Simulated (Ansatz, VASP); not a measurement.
**One calculation of AlCo, two programs**

File INCAR:

```
SYSTEM = AlCo
  PREC = Accurate
  ENCUT = 520
  EDIFF = 1E-7
  ISMEAR = 0
  SIGMA = 0.15
  LREAL = .FALSE.
  LASPH = .TRUE.
  NELM = 60
  ALGO = Fast
  ISIF = 2
  LWAVE = .FALSE.
  LCHARG = .TRUE.
  GGA = PE
  LELF = .TRUE.
  LVHAR = .TRUE.
  NBANDS = 13
```

File KPOINTS:

```
Automatic mesh
0
G
  24 24 24
  0 0 0
```

Contents of POSCAR:

```
AlCo
1.0
    3.0106598083      0.0000000000      0.0000000000
    0.0000000000      3.0106598083      0.0000000000
    0.0000000000      0.0000000000      2.5590608371
Al Co
1 1
Direct
    0.0000000000      0.0000000000      0.0000000000
    0.5000000000      0.5000000000      0.5000000000
```

Input for Ansatz:

```yaml
crystal:
  lattice:
    - [3.0106598083, 0.0, 0.0]
    - [0.0, 3.0106598083, 0.0]
    - [0.0, 0.0, 2.5590608371]
  atoms:
    - { symbol: Al, position: [0.0, 0.0, 0.0] }
    - { symbol: Co, position: [0.5, 0.5, 0.5] }
basis:
  ecutwfc: 420
kpoints:
  mp_grid: { grid: [24, 24, 24] }
hamiltonian:
  xc: pbe
scf:
  occupations: { method: gaussian, width: 0.15 }
output:
  forces: true
  stress: true
  eigenvalues: true
```

Alike in both runs: task single point; functional PBE; k mesh 24 × 24 × 24; occupations gaussian, width 0.15 eV; no spin polarisation.

|  | VASP | Ansatz |
| --- | --- | --- |
| version | VASP 6.6.1 | Ansatz 0.2.0 |
| potentials or method | VASP PAW PBE potentials, release 64 (Al, Co), cutoff 520 eV | scalar-relativistic, plane waves, PAW |
| valence electrons in the cell | 12 | 20 |

Ansatz gave:

* gap on the k mesh at the Fermi level (eV): none
* pressure (GPa): 4.0
* traceless stress, the component that is largest in VASP (GPa): 25.60

Question: Estimate VASP's values.

Answer: gap on the k mesh at the Fermi level (eV): none; pressure (GPa): 3.9; traceless stress, the component that is largest in VASP (GPa): 25.52.

A gap of «none» marks a metal or a gap that the smearing closes. VASP's potentials hold 12 valence electrons a cell and Ansatz's 20, so a difference there can come from the potentials and not from the codes.
